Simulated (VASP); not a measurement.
# Ru (R-3m) in VASP: further runs

The runs below take Ru through single point, with PBE.

Program: VASP 6.6.1. These are calculated values, not measurements. Logs are shortened: lines on timing, memory, paths and dates and some standing lists are left out, and cuts for length are marked.

### 1 The cell of the first run

The structure is trigonal, space group R-3m (No. 166). Conventional cell: a = 2.640 Å, b = 2.640 Å, c = 6.121 Å, α = 90.00°, β = 90.00°, γ = 120.00°. Within 3.4 Å of Ru (site symmetry -3m) lie 12 Ru at 2.55 to 2.64 Å.

### 2 Single point, PBE

INCAR reads:

```
SYSTEM = Ru
ALGO = Normal
EDIFF = 1E-6
ENCUT = 520
GGA = PE
ISIF = 2
ISMEAR = 0
LASPH = .True.
LCHARG = .False.
LREAL = .False.
LWAVE = .False.
NBANDS = 13
NELM = 60
PREC = Accurate
SIGMA = 0.15
```

KPOINTS reads:

```
k-points
0
Gamma
  20 20 20
  0 0 0
```

POSCAR reads:

```
Ru
1.0
   -0.0666779414      1.8003044171      1.8003044171
    1.8003044171     -0.0666779414      1.8003044171
    1.8003044171      1.8003044171     -0.0666779414
Ru
1
Direct
    0.0000000000      0.0000000000      0.0000000000
```

Potentials or basis: VASP PAW PBE potentials, release 64 (Ru_pv).

On the command line:

```console
> cat potpaw_PBE.64/Ru_pv/POTCAR > POTCAR
> mpirun -np 1 vasp_std > vasp.out
```

OUTCAR:

```text
SYSTEM = Ru
   EDIFF = 1E-6
   ENCUT = 520
   GGA = PE
   ISIF = 2
   ISMEAR = 0
   LASPH = .True.
   LREAL = .False.
   NELM = 60
   PREC = Accurate

 ion  position               nearest neighbor table
   1  0.000  0.000  0.000-

  LATTYP: Found a trigonal (rhomboedric) cell.
 ALAT       =     2.5468878924
 COS(alpha) =     0.4626456477

  Lattice vectors:

 A1 = (  -0.0666779414,   1.8003044171,   1.8003044171)
 A2 = (   1.8003044171,  -0.0666779414,   1.8003044171)
 A3 = (   1.8003044171,   1.8003044171,  -0.0666779414)

Analysis of symmetry for initial positions (statically):
=====================================================================
 Subroutine PRICEL returns:
 Original cell was already a primitive cell.

 Routine SETGRP: Setting up the symmetry group for a
 trigonal (rhombohedral) supercell.

 Subroutine GETGRP returns: Found 12 space group operations
 (whereof 12 operations were pure point group operations)
 out of a pool of 12 trial point group operations.

The static configuration has the point symmetry D_3d.

Analysis of symmetry for dynamics (positions and initial velocities):
=====================================================================
 Subroutine PRICEL returns:
 Original cell was already a primitive cell.

 Routine SETGRP: Setting up the symmetry group for a
 trigonal (rhombohedral) supercell.

 Subroutine GETGRP returns: Found 12 space group operations
 (whereof 12 operations were pure point group operations)
 out of a pool of 12 trial point group operations.

The dynamic configuration has the point symmetry D_3d.

 Subroutine INISYM returns: Found 12 space group operations
 (whereof 12 operations are pure point group operations),
 and found     1 'primitive' translations

----------------------------------------------------------------------------------------

                                     Primitive cell

  volume of cell :      12.3180

  direct lattice vectors                    reciprocal lattice vectors
    -0.066677941  1.800304417  1.800304417    -0.262758797  0.272864904  0.272864904
     1.800304417 -0.066677941  1.800304417     0.272864904 -0.262758797  0.272864904
     1.800304417  1.800304417 -0.066677941     0.272864904  0.272864904 -0.262758797

  length of vectors
     2.546887892  2.546887892  2.546887892     0.466854042  0.466854042  0.466854042

  position of ions in fractional coordinates (direct lattice)
     0.000000000  0.000000000  0.000000000

  ion indices of the primitive-cell ions
   primitive index   ion index
                 1           1

----------------------------------------------------------------------------------------

 KPOINTS: k-points

Automatic generation of k-mesh.
 Grid dimensions read from file:
 generate k-points for:   20   20   20

 Generating k-lattice:

  Cartesian coordinates                     Fractional coordinates (reciprocal lattice)
    -0.013137940  0.013643245  0.013643245     0.050000000 -0.000000000 -0.000000000
     0.013643245 -0.013137940  0.013643245    -0.000000000  0.050000000 -0.000000000
     0.013643245  0.013643245 -0.013137940    -0.000000000 -0.000000000  0.050000000

  Length of vectors
     0.023342702  0.023342702  0.023342702

  Shift w.r.t. Gamma in fractional coordinates (k-lattice)
     0.000000000  0.000000000  0.000000000

 Subroutine IBZKPT returns following result:
 ===========================================

 Found    781 irreducible k-points:

 Following reciprocal coordinates:
            Coordinates               Weight
  0.000000  0.000000  0.000000      1.000000
  0.050000  0.000000  0.000000      6.000000
  0.100000  0.000000  0.000000      6.000000
  0.150000  0.000000  0.000000      6.000000
  0.200000  0.000000  0.000000      6.000000
  0.250000 -0.000000 -0.000000      6.000000
[... 16 lines left out ...]
 -0.400000  0.050000  0.000000     12.000000
 -0.350000  0.050000 -0.000000     12.000000
 [... further k-points ...]
   k-points           NKPTS =    781   k-points in BZ     NKDIM =    781   number of bands    NBANDS=     13
   number of dos      NEDOS =    301   number of ions     NIONS =      1
   total plane-waves  NPLWV =   8000
   dimension x,y,z NGX =    20 NGY =   20 NGZ =   20
   dimension x,y,z NGXF=    40 NGYF=   40 NGZF=   40
   ions per type =               1
   NGX,Y,Z   is equivalent  to a cutoff of  13.05, 13.05, 13.05 a.u.
   NGXF,Y,Z  is equivalent  to a cutoff of  26.11, 26.11, 26.11 a.u.
 SYSTEM =  Ru
   PREC   = accura    normal or accurate (medium, high low for compatibility)
   ISTART =      0    job   : 0-new  1-cont  2-samecut
   ICHARG =      2    charge: 1-file 2-atom 10-const
   ISPIN  =      1    spin polarized calculation?
   LNONCOLLINEAR =      F non collinear calculations
   LSORBIT =      F    spin-orbit coupling
   LASPH  =      T    aspherical Exc in radial PAW
   ENCUT  =  520.0 eV  38.22 Ry    6.18 a.u.   4.74  4.74  4.74*2*pi/ulx,y,z
   NELM   =     60;   NELMIN=  2; NELMDL= -5     # of ELM steps
   EDIFF  = 0.1E-05   stopping-criterion for ELM
   LREAL  =      F    real-space projection
   EDIFFG = 0.1E-04   stopping-criterion for IOM
   NSW    =      0    number of steps for IOM
   IBRION =     -1    ionic relax: 0-MD 1-quasi-New 2-CG
   NFREE  =      0    steps in history (QN), initial steepest desc. (CG)
   ISIF   =      2    stress and relaxation
   ISYM   =      2    0-nonsym 1-usesym 2-fastsym
   POTIM  = 0.5000    time-step for ionic-motion
   TEBEG  =    0.0;   TEEND  =   0.0 temperature during run
   PSTRESS=    0.0 pullay stress
   NELECT =      14.0000    total number of electrons
   NUPDOWN=      -1.0000    fix difference up-down
   EMIN   =  10.00;   EMAX   =-10.00  energy-range for DOS
   EFERMI =   0.00;   METHOD = LEGACY
   ISMEAR =     0;   SIGMA  =   0.15  broadening in eV -4-tet -1-fermi 0-gaus
   EFERMI_NEDOS =   21; number of points for ismear=-14 and -15
   IALGO  =     38    algorithm
   IMIX   =      4    mixing-type and parameters
     AMIX     =   0.40;   BMIX     =  1.00
     AMIX_MAG =   1.60;   BMIX_MAG =  1.00
  volume/ion in A,a.u.               =      12.32        83.13
  Fermi-wavevector in a.u.,A,eV,Ry     =   1.708459  3.228520 39.713145  2.918834
  Thomas-Fermi vector in A             =   2.787124
   LORBIT       =      0    0 simple, 1 ext, 2 COOP (PROOUT), +10 PAW based schemes
   GGA     = PE    functional components
   LHFCALC =     F    Hartree Fock is set to
   AEXX    =    0.0000 exact exchange contribution
   IVDW    =     0    specifies the selected vdW correction
   LEPSILON=     F    determine dielectric tensor
   LRPA    =     F    only Hartree local field effects (RPA)
 non-spin polarized calculation
 Gauss-broadening in eV      SIGMA  =   0.15
  energy-cutoff  :      520.00
  volume of cell :       12.32
 maximum number of plane-waves:       341
   NGX =  9   NGY =  9   NGZ =  9

 number of electron      13.9999999 magnetization

 Free energy of the ion-electron system (eV)
  ---------------------------------------------------
  ext. energy  EPLUGINS =         0.00000000
  ---------------------------------------------------
  free energy    TOTEN  =        -8.86986079 eV

  energy without entropy =       -8.85795759  energy(sigma->0) =       -8.86390919

 E-fermi :  14.6272     XC(G=0): -14.7274

 val. band max:       14.6271433138   @ k =   0.2000   0.0500   0.0500
 cond. band min:      14.6285138323   @ k =   0.4000   0.3000   0.3000
 fundamental gap:      0.0013705185
 Fermi energy:        14.6271672806

 k-point     1 :       0.0000    0.0000    0.0000
  band No.  band energies     occupation
      1     -27.8498      2.00000
      2     -27.8498      2.00000
      3     -27.7341      2.00000
      4       6.1465      2.00000
      5      11.2661      2.00000
      6      11.2661      2.00000
      7      12.2586      2.00000
      8      14.5313      1.63382
      9      14.5313      1.63382
     10      25.0705      0.00000
     11      29.5376      0.00000
     12      35.3195      0.00000
     13      35.3195      0.00000

 k-point     2 :       0.0500    0.0000    0.0000
  band No.  band energies     occupation
      1     -27.8826      2.00000
      2     -27.8532      2.00000
      3     -27.7438      2.00000
      4       6.2629      2.00000
      5      11.2327      2.00000
      6      11.3039      2.00000
      7      12.2882      2.00000
      8      14.4982      1.77602
      9      14.5025      1.76026
     10      25.0705      0.00000
     11      29.7389      0.00000
     12      34.8895      0.00000
     13      35.5287      0.00000

 k-point     3 :       0.1000    0.0000    0.0000
  band No.  band energies     occupation
      1     -27.9841      2.00000
      2     -27.8632      2.00000
      3     -27.7648      2.00000
      4       6.5959      2.00000
      5      11.1329      2.00000
      6      11.4031      2.00000
      7      12.3874      2.00000
      8      14.4209      1.94814
      9      14.4366      1.92757
     10      25.0705      0.00000
     11      30.3040      0.00000
     12      33.8341      0.00000
     13      36.1422      0.00000

 k-point     4 :       0.1500    0.0000    0.0000
  band No.  band energies     occupation
      1     -28.1470      2.00000
      2     -27.8786      2.00000
      3     -27.7907      2.00000
      4       7.0893      2.00000
      5      11.0132      2.00000
      6      11.5202      2.00000
      7      12.5350      2.00000
      8      14.3630      1.98724
      9      14.4008      1.96715
     10      25.0705      0.00000
     11      31.0938      0.00000
     12      32.6043      0.00000
     13      37.1222      0.00000

 k-point     5 :       0.2000    0.0000    0.0000
  band No.  band energies     occupation
      1     -28.3516      2.00000
      2     -27.8980      2.00000
      3     -27.8203      2.00000
      4       7.6195      2.00000
      5      11.0140      2.00000
      6      11.5889      2.00000
      7      12.6367      2.00000
      8      14.4119      1.95764
      9      14.5069      1.74317
     10      25.0704      0.00000
     11      31.1880      0.00000
     12      32.1017      0.00000
     13      38.4140      0.00000
[... 257 lines left out ...]
 k-point    22 :      -0.4500    0.0500   -0.0000
  band No.  band energies     occupation
      1     -29.2435      2.00000
      2     -28.0122      2.00000
      3     -27.9571      2.00000
      4       7.8926      2.00000
      5      10.9930      2.00000
      6      12.0910      2.00000
      7      14.7336      0.31560
      8      16.5231      0.00000
      9      17.2087      0.00000
     10      25.0662      0.00000
     11      25.9250      0.00000
     12      29.6822      0.00000
     13      36.0259      0.00000

 k-point    23 :      -0.4000    0.0500    0.0000
  band No.  band energies     occupation
      1     -29.1646      2.00000
      2     -28.0097      2.00000
      3     -27.9420      2.00000
      4       7.9675      2.00000
      5      11.0815      2.00000
      6      12.1525      2.00000
      7      14.1912      1.99996
      8      16.1573      0.00000
      9      16.8201      0.00000
     10      25.0686      0.00000
     11      26.6875      0.00000
     12      30.1260      0.00000
     13      36.4833      0.00000

 k-point    24 :      -0.3500    0.0500   -0.0000
  band No.  band energies     occupation
      1     -29.0285      2.00000
      2     -28.0000      2.00000
      3     -27.9192      2.00000
      4       8.0817      2.00000
      5      11.2225      2.00000
      6      12.2695      2.00000
      7      13.2780      2.00000
      8      15.6337      0.00000
      9      16.3191      0.00000
     10      25.0697      0.00000
     11      27.7321      0.00000
     12      30.9257      0.00000
     13      37.3786      0.00000

 [... further k-points ...]

------------------------ aborting loop because EDIFF is reached ----------------------------------------

  FORCE on cell =-STRESS in cart. coord.  units (eV):
  Direction    XX          YY          ZZ          XY          YZ          ZX
  --------------------------------------------------------------------------------------
  -------------------------------------------------------------------------------------
  Total        3.7375356      3.7375356      3.7375356      0.9914730      0.9914730      0.9914730
  in kB      486.1356095    486.1356095    486.1356095    128.9593988    128.9593988    128.9593988
  external PRESSURE =     486.1356095 kB  Pullay stress =       0.0000000 kB

 VOLUME and BASIS-vectors are now :
 -----------------------------------------------------------------------------
  energy-cutoff  :      520.00
  volume of cell :       12.32
      direct lattice vectors                 reciprocal lattice vectors
    -0.066677941  1.800304417  1.800304417    -0.262758797  0.272864904  0.272864904
     1.800304417 -0.066677941  1.800304417     0.272864904 -0.262758797  0.272864904
     1.800304417  1.800304417 -0.066677941     0.272864904  0.272864904 -0.262758797

 POSITION                                       TOTAL-FORCE (eV/Angst)
 -----------------------------------------------------------------------------------
      0.00000      0.00000      0.00000         0.000000      0.000000     -0.000000
 -----------------------------------------------------------------------------------
    total drift:                               -0.000000     -0.000000     -0.000000

  FREE ENERGIE OF THE ION-ELECTRON SYSTEM (eV)
  ---------------------------------------------------
  free  energy   TOTEN  =        -8.8698607922 eV

  energy  without entropy=       -8.8579575897  energy(sigma->0) =       -8.86390919
```

Run time: 54 s. Hardware: 1 thread of AMD EPYC 9R45 (Zen 5), shared host; peak memory 0.19 GiB.

What came out:

| Quantity | Value |
| --- | --- |
| Free energy | -8.8699 eV |
| Pressure | 48.6 GPa |
| Band gap on the k mesh | zero (band 7 reaches 17.22 eV, above the bottom of band 8 at 13.08 eV) |

(Part 1 of 2 ends here.)
